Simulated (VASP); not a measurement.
Set up this calculation in VASP 6.6.1, as the native input.

```yaml
Task: relaxation of cell and atoms
Functional: PBE
Potentials_or_basis: VASP PAW PBE potentials, release 64 (K_sv, Ag)
Cutoff: 600 eV
k_mesh: 6 × 6 × 4
Occupations: gaussian, width 0.1 eV
Spin: no spin polarisation
Dipole_correction: no
Further_INCAR_settings: ALGO = Normal; EDIFF = 1e-06; IBRION = 2; EDIFFG = -0.04; NSW = 90; ISIF = 3
```

The structure of KAg lies in POSCAR:

```
KAg
1.0
    3.9167915089      0.0000000000      0.0000000000
   -1.9583957544      3.3920409480      0.0000000000
    0.0000000000      0.0000000000      3.8202370945
K Ag
1 1
Direct
    0.0000000000      0.0000000000      0.0000000000
    0.6666666667      0.3333333333      0.5000000000
```

One way to write it, as run:

INCAR

```
SYSTEM = KAg
PREC = Accurate ; ENCUT = 600
EDIFF = 1E-6 ; ISMEAR = 0
SIGMA = 0.1 ; LREAL = .FALSE.
LASPH = .TRUE. ; NELM = 100
ALGO = Normal ; ISIF = 3
LWAVE = .FALSE. ; LCHARG = .FALSE.
GGA = PE ; IBRION = 2
NSW = 90 ; EDIFFG = -0.04
```

KPOINTS

```
Automatic mesh
0
G
  6 6 4
  0 0 0
```

Potentials or basis: VASP PAW PBE potentials, release 64 (K_sv, Ag).

The run is started by

```sh
$ cat potpaw_PBE.64/K_sv/POTCAR potpaw_PBE.64/Ag/POTCAR > POTCAR
$ mpirun -np 1 vasp_std > vasp.out
```

Results of the run:

* Relaxed volume: 42.90 Å³/atom
* Relaxed cell: a = 4.723 Å, b = 4.723 Å, c = 4.442 Å, α = 90.00°, β = 90.00°, γ = 120.00°
* Space group after relaxing (to 0.05 Å): P-6m2 (No. 187)
* Energy gained by relaxing: 435.5 meV/atom
* Ionic steps: 12
* Pressure after relaxing: 0.0 GPa
* Band gap on the k mesh: 0.14 eV, indirect (least direct gap 1.34 eV)

Caveat: the volume moved by over 15 % at a fixed basis, so the end points are rough.

Wall time 3.1 min on 1 thread of Oxide Virtual Turin-like Processor, with other jobs on the host, peak memory 0.16 GiB.
